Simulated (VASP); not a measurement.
# Ag (I4/mmm) in VASP: single point with r2SCAN

Aim: the single point of Ag with r2SCAN.

Everything below comes from runs of VASP 6.6.1. Logs are shortened: lines on timing, memory, paths and dates and some standing lists are left out, and cuts for length are marked.

### Step 1. The cell of the first run

Symmetry: I4/mmm, No. 139, tetragonal system. Conventional cell: a = 2.889 Å, b = 2.889 Å, c = 4.495 Å, α = 90.00°, β = 90.00°, γ = 90.00°. Ag (site symmetry 4/mmm) has 12 Ag at 2.89 to 3.04 Å within 3.8 Å.

### Step 2. Single point, r2SCAN (strain +0.1000 x Voigt [0, 0, 1, 0, 0, 0])

Input file POSCAR:

```
Ag
1.0
    0.0000000000      2.0431000000      2.2474100000
    2.0431000000      0.0000000000      2.2474100000
    2.0431000000      2.0431000000      0.0000000000
Ag
1
Direct
    0.0000000000      0.0000000000      0.0000000000
```

Input file INCAR.step1:

```
ALGO = Normal
EDIFF = 1E-4
ENCUT = 520
GGA = PE
ISMEAR = 0
LASPH = True
LCHARG = False
LREAL = False
LWAVE = True
NBANDS = 12
NELM = 80
PREC = Accurate
SIGMA = 0.15
```

Input file INCAR.step2:

```
ALGO = Normal
EDIFF = 1E-7
ENCUT = 520
ISIF = 2
ISMEAR = 0
ISTART = 1
LASPH = True
LCHARG = True
LELF = True
LMIXTAU = True
LREAL = False
LVHAR = True
LWAVE = False
METAGGA = R2SCAN
NBANDS = 12
NELM = 80
PREC = Accurate
SIGMA = 0.15
```

Input file KPOINTS:

```
k-points
0
Gamma
  20 20 20
```

Potentials or basis: VASP PAW PBE potentials, release 64 (Ag).

Command:

```bash
$ cat potpaw_PBE.64/Ag/POTCAR > POTCAR
$ cp INCAR.step1 INCAR
$ mpirun -np 1 vasp_std > vasp.out
$ cp INCAR.step2 INCAR
$ mpirun -np 1 vasp_std > vasp.out
```

OUTCAR:

```text
EDIFF = 1E-7
   ENCUT = 520
   ISIF = 2
   ISMEAR = 0
   ISTART = 1
   LASPH = True
   LREAL = False
   METAGGA = R2SCAN
   NELM = 80
   PREC = Accurate

 ion  position               nearest neighbor table
   1  0.000  0.000  0.000-

  LATTYP: Found a body centered tetragonal cell.
 ALAT       =     2.8893797293
 C/A-ratio  =     1.5556349186

  Lattice vectors:

 A1 = (  -2.0431000000,   0.0000000000,   2.2474100000)
 A2 = (   2.0431000000,   0.0000000000,   2.2474100000)
 A3 = (   0.0000000000,   2.0431000000,  -2.2474100000)

Analysis of symmetry for initial positions (statically):
=====================================================================
 Subroutine PRICEL returns:
 Original cell was already a primitive cell.

 Routine SETGRP: Setting up the symmetry group for a
 body centered tetragonal supercell.

 Subroutine GETGRP returns: Found 16 space group operations
 (whereof 16 operations were pure point group operations)
 out of a pool of 16 trial point group operations.

The static configuration has the point symmetry D_4h.

Analysis of symmetry for dynamics (positions and initial velocities):
=====================================================================
 Subroutine PRICEL returns:
 Original cell was already a primitive cell.

 Routine SETGRP: Setting up the symmetry group for a
 body centered tetragonal supercell.

 Subroutine GETGRP returns: Found 16 space group operations
 (whereof 16 operations were pure point group operations)
 out of a pool of 16 trial point group operations.

The dynamic configuration has the point symmetry D_4h.

 Subroutine INISYM returns: Found 16 space group operations
 (whereof 16 operations are pure point group operations),
 and found     1 'primitive' translations

----------------------------------------------------------------------------------------

                                     Primitive cell

  volume of cell :      18.7625

  direct lattice vectors                    reciprocal lattice vectors
     0.000000000  2.043100000  2.247410000    -0.244726151  0.244726151  0.222478319
     2.043100000  0.000000000  2.247410000     0.244726151 -0.244726151  0.222478319
     2.043100000  2.043100000  0.000000000     0.244726151  0.244726151 -0.222478319

  length of vectors
     3.037286506  3.037286506  2.889379729     0.411434540  0.411434540  0.411434540

  position of ions in fractional coordinates (direct lattice)
     0.000000000  0.000000000  0.000000000

  ion indices of the primitive-cell ions
   primitive index   ion index
                 1           1

----------------------------------------------------------------------------------------

 KPOINTS: k-points

Automatic generation of k-mesh.
 Grid dimensions read from file:
 generate k-points for:   20   20   20

 Generating k-lattice:

  Cartesian coordinates                     Fractional coordinates (reciprocal lattice)
    -0.012236308  0.012236308  0.011123916     0.050000000  0.000000000  0.000000000
     0.012236308 -0.012236308  0.011123916     0.000000000  0.050000000  0.000000000
     0.012236308  0.012236308 -0.011123916     0.000000000  0.000000000  0.050000000

  Length of vectors
     0.020571727  0.020571727  0.020571727

  Shift w.r.t. Gamma in fractional coordinates (k-lattice)
     0.000000000  0.000000000  0.000000000

 Subroutine IBZKPT returns following result:
 ===========================================

 Found    641 irreducible k-points:

 Following reciprocal coordinates:
            Coordinates               Weight
  0.000000  0.000000  0.000000      1.000000
  0.050000 -0.000000  0.000000      8.000000
  0.100000 -0.000000  0.000000      8.000000
  0.150000 -0.000000  0.000000      8.000000
  0.200000 -0.000000  0.000000      8.000000
  0.250000 -0.000000  0.000000      8.000000
[... 16 lines left out ...]
 -0.400000  0.050000  0.000000      8.000000
 -0.350000  0.050000  0.000000      8.000000
 [... further k-points ...]
   k-points           NKPTS =    641   k-points in BZ     NKDIM =    641   number of bands    NBANDS=     12
   number of dos      NEDOS =    301   number of ions     NIONS =      1
   total plane-waves  NPLWV =  13824
   dimension x,y,z NGX =    24 NGY =   24 NGZ =   24
   dimension x,y,z NGXF=    48 NGYF=   48 NGZF=   48
   ions per type =               1
   NGX,Y,Z   is equivalent  to a cutoff of  13.14, 13.14, 13.81 a.u.
   NGXF,Y,Z  is equivalent  to a cutoff of  26.27, 26.27, 27.62 a.u.
 SYSTEM =  unknown system
   PREC   = accura    normal or accurate (medium, high low for compatibility)
   ISTART =      1    job   : 0-new  1-cont  2-samecut
   ICHARG =      0    charge: 1-file 2-atom 10-const
   ISPIN  =      1    spin polarized calculation?
   LNONCOLLINEAR =      F non collinear calculations
   LSORBIT =      F    spin-orbit coupling
   LASPH  =      T    aspherical Exc in radial PAW
   ENCUT  =  520.0 eV  38.22 Ry    6.18 a.u.   5.65  5.65  5.37*2*pi/ulx,y,z
   NELM   =     80;   NELMIN=  2; NELMDL=  0     # of ELM steps
   EDIFF  = 0.1E-06   stopping-criterion for ELM
   LREAL  =      F    real-space projection
   EDIFFG = 0.1E-05   stopping-criterion for IOM
   NSW    =      0    number of steps for IOM
   IBRION =     -1    ionic relax: 0-MD 1-quasi-New 2-CG
   NFREE  =      0    steps in history (QN), initial steepest desc. (CG)
   ISIF   =      2    stress and relaxation
   ISYM   =      2    0-nonsym 1-usesym 2-fastsym
   POTIM  = 0.5000    time-step for ionic-motion
   TEBEG  =    0.0;   TEEND  =   0.0 temperature during run
   PSTRESS=    0.0 pullay stress
   NELECT =      11.0000    total number of electrons
   NUPDOWN=      -1.0000    fix difference up-down
   EMIN   =  10.00;   EMAX   =-10.00  energy-range for DOS
   EFERMI =   0.00;   METHOD = LEGACY
   ISMEAR =     0;   SIGMA  =   0.15  broadening in eV -4-tet -1-fermi 0-gaus
   EFERMI_NEDOS =   21; number of points for ismear=-14 and -15
   IALGO  =     38    algorithm
   IMIX   =      4    mixing-type and parameters
     AMIX     =   0.40;   BMIX     =  1.00
     AMIX_MAG =   1.60;   BMIX_MAG =  1.00
  volume/ion in A,a.u.               =      18.76       126.62
  Fermi-wavevector in a.u.,A,eV,Ry     =   1.370172  2.589250 25.543202  1.877372
  Thomas-Fermi vector in A             =   2.495982
   LORBIT       =      0    0 simple, 1 ext, 2 COOP (PROOUT), +10 PAW based schemes
   METAGGA = R2SCAN    functional components
   LHFCALC =     F    Hartree Fock is set to
   AEXX    =    0.0000 exact exchange contribution
   IVDW    =     0    specifies the selected vdW correction
   LEPSILON=     F    determine dielectric tensor
   LRPA    =     F    only Hartree local field effects (RPA)
 non-spin polarized calculation
 Gauss-broadening in eV      SIGMA  =   0.15
  energy-cutoff  :      520.00
  volume of cell :       18.76
 maximum number of plane-waves:       525
   NGX = 11   NGY = 11   NGZ = 11

 number of electron      11.0000004 magnetization

 Free energy of the ion-electron system (eV)
  ---------------------------------------------------
  ext. energy  EPLUGINS =         0.00000000
  ---------------------------------------------------
  free energy    TOTEN  =       -21.31651039 eV

  energy without entropy =      -21.31361548  energy(sigma->0) =      -21.31506293

 E-fermi :   7.2264     XC(G=0): -12.3147

 val. band max:        7.2048192987   @ k =   0.5000   0.0500   0.1500
 cond. band min:       7.2428527409   @ k =   0.5000   0.3500   0.0500
 fundamental gap:      0.0380334421
 Fermi energy:         7.2264053018

 k-point     1 :       0.0000    0.0000    0.0000
  band No.  band energies     occupation
      1      -0.0746      2.00000
      2       2.0060      2.00000
      3       2.5684      2.00000
      4       2.5684      2.00000
      5       2.9399      2.00000
      6       3.5022      2.00000
      7      23.6959      0.00000
      8      26.1099      0.00000
      9      27.0030      0.00000
     10      27.0030      0.00000
     11      31.3481      0.00000
     12      31.7000      0.00000

 k-point     2 :       0.0500   -0.0000    0.0000
  band No.  band energies     occupation
      1       0.0007      2.00000
      2       2.0206      2.00000
      3       2.5577      2.00000
      4       2.5865      2.00000
      5       2.9400      2.00000
      6       3.4895      2.00000
      7      23.6752      0.00000
      8      25.8085      0.00000
      9      26.5826      0.00000
     10      27.0080      0.00000
     11      30.7658      0.00000
     12      31.7426      0.00000

 k-point     3 :       0.1000   -0.0000    0.0000
  band No.  band energies     occupation
      1       0.2194      2.00000
      2       2.0599      2.00000
      3       2.5283      2.00000
      4       2.6363      2.00000
      5       2.9507      2.00000
      6       3.4558      2.00000
      7      23.3126      0.00000
      8      24.7923      0.00000
      9      26.4198      0.00000
     10      27.0150      0.00000
     11      29.6970      0.00000
     12      31.8430      0.00000
[... 286 lines left out ...]
 k-point    23 :      -0.4000    0.0500    0.0000
  band No.  band energies     occupation
      1       1.1104      2.00000
      2       2.1323      2.00000
      3       2.6328      2.00000
      4       3.7205      2.00000
      5       3.8225      2.00000
      6       6.1443      2.00000
      7      11.9375      0.00000
      8      21.5062      0.00000
      9      24.6926      0.00000
     10      26.4077      0.00000
     11      28.7740      0.00000
     12      30.4296      0.00000

 k-point    24 :      -0.3500    0.0500    0.0000
  band No.  band energies     occupation
      1       1.1709      2.00000
      2       2.1780      2.00000
      3       2.6777      2.00000
      4       3.6038      2.00000
      5       3.6340      2.00000
      6       5.0862      2.00000
      7      13.5760      0.00000
      8      21.7615      0.00000
      9      25.0042      0.00000
     10      26.9877      0.00000
     11      28.9113      0.00000
     12      30.4041      0.00000

 [... further k-points ...]
[... 5 lines left out ...]
  --------------------------------------------------------------------------------------
  -------------------------------------------------------------------------------------
  Total       -0.6135063     -0.6135063     -1.0139403      0.0000000      0.0000000     -0.0000000
  in kB      -52.3887530    -52.3887530    -86.5827565      0.0000000      0.0000000     -0.0000000
  external PRESSURE =     -63.7867542 kB  Pullay stress =       0.0000000 kB

 VOLUME and BASIS-vectors are now :
 -----------------------------------------------------------------------------
  energy-cutoff  :      520.00
  volume of cell :       18.76
      direct lattice vectors                 reciprocal lattice vectors
     0.000000000  2.043100000  2.247410000    -0.244726151  0.244726151  0.222478319
     2.043100000  0.000000000  2.247410000     0.244726151 -0.244726151  0.222478319
     2.043100000  2.043100000  0.000000000     0.244726151  0.244726151 -0.222478319

 POSITION                                       TOTAL-FORCE (eV/Angst)
 -----------------------------------------------------------------------------------
      0.00000      0.00000      0.00000        -0.000000      0.000000      0.000000
 -----------------------------------------------------------------------------------
    total drift:                                0.000000      0.000000     -0.000000

  FREE ENERGIE OF THE ION-ELECTRON SYSTEM (eV)
  ---------------------------------------------------
  free  energy   TOTEN  =       -21.3165103881 eV

  energy  without entropy=      -21.3136154756  energy(sigma->0) =      -21.31506293
```

Run time: 5.4 min. Hardware: 1 thread of Intel Xeon Platinum 8259CL at 2.50GHz (Skylake/Cascade Lake), shared host; peak memory 0.26 GiB.

Results:

```
Free energy            : -21.3165 eV
Pressure               : -6.4 GPa
Band gap on the k mesh : zero (an odd number of electrons rules out a gap without spin polarisation)
```

Levels at points of the mesh, in eV from the Fermi level:
| k point | band 2 | band 3 | band 4 | band 5 | band 6 | band 7 | band 8 | band 9 | band 10 | band 11 |
| --- | --- | --- | --- | --- | --- | --- | --- | --- | --- | --- |
| (0.00, 0.00, 0.00) | -5.22 | -4.66 | -4.66 | -4.29 | -3.72 | 16.47 | 18.88 | 19.78 | 19.78 | 24.12 |
| (0.50, 0.00, 0.00) | -5.12 | -4.64 | -3.39 | -3.20 | -0.10 | 3.18 | 14.67 | 17.42 | 18.71 | 20.81 |
| (0.50, 0.50, 0.00) | -6.20 | -3.29 | -3.15 | -3.15 | 0.82 | 4.73 | 11.72 | 11.72 | 17.58 | 17.72 |
| (0.50, 0.00, 0.50) | -6.11 | -3.36 | -3.32 | -2.89 | 2.31 | 6.97 | 10.07 | 10.12 | 16.04 | 16.11 |

Caveat: the cell differs from its parent crystal (strain +0.1000 x Voigt [0, 0, 1, 0, 0, 0]); the cell stands under tension; the PAW data sets were made with another functional, which shifts forces and pressure a little.

The gap in the log of VASP goes by the Fermi energy; the results here count the filled bands.